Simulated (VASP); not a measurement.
Crystal: HfZrSe4.

```
Zr Hf Se
1.0
     0.00000    4.13400    4.13400
     4.13400    0.00000    4.13400
     4.13400    4.13400    0.00000
Zr Hf Se
1 1 4
Direct
  0.00000 0.00000 0.00000
  0.25000 0.25000 0.25000
  0.12401 0.62533 0.62533
  0.62533 0.12401 0.62533
  0.62533 0.62533 0.12401
  0.62533 0.62533 0.62533
```

| Property | Result |
| --- | --- |
| Program | VASP 6.6.1 |
| Task | relaxation of cell and atoms |
| Functional | PBE |
| Potentials or basis | VASP PAW PBE potentials, release 64 (Zr_sv, Hf_pv, Se) |
| Cutoff | 600 eV |
| k mesh | 4 × 4 × 4 |
| Occupations | gaussian, width 0.1 eV |
| Spin | no spin polarisation |

At the start: pressure -7.1 GPa; volume 23.55 Å³/atom.

**Question.** How do energy, volume and symmetry change on relaxing?

**Answer.** Over 3 steps the energy falls by 63.2 meV/atom and the volume is 20.97 Å³/atom (-10.9 %); space group F-43m (No. 216, to 0.05 Å).

The path:
| step | energy change (eV) | largest force (eV/Å) | pressure (GPa) | volume (Å³) |
| --- | --- | --- | --- | --- |
| 1 | 0.0000 | 0.1373 | -7.07 | 141.30 |
| 2 | -0.3317 | 0.0141 | 3.32 | 121.10 |
| 3 | -0.3793 | 0.0351 | 0.01 | 125.85 |

Final structure:
```cif
data_structure
_symmetry_space_group_name_H-M 'P 1'
_symmetry_Int_Tables_number 1
_cell_length_a 5.6249
_cell_length_b 5.6249
_cell_length_c 5.6249
_cell_angle_alpha 60.000
_cell_angle_beta 60.000
_cell_angle_gamma 60.000
_cell_volume 125.85
loop_
_atom_site_label
_atom_site_type_symbol
_atom_site_fract_x
_atom_site_fract_y
_atom_site_fract_z
_atom_site_occupancy
Zr1 Zr 0.00000 0.00000 0.00000 1
Hf1 Hf 0.25000 0.25000 0.25000 1
Se1 Se 0.12504 0.62499 0.62499 1
Se2 Se 0.62499 0.12504 0.62499 1
Se3 Se 0.62499 0.62499 0.12504 1
Se4 Se 0.62499 0.62499 0.62499 1
```
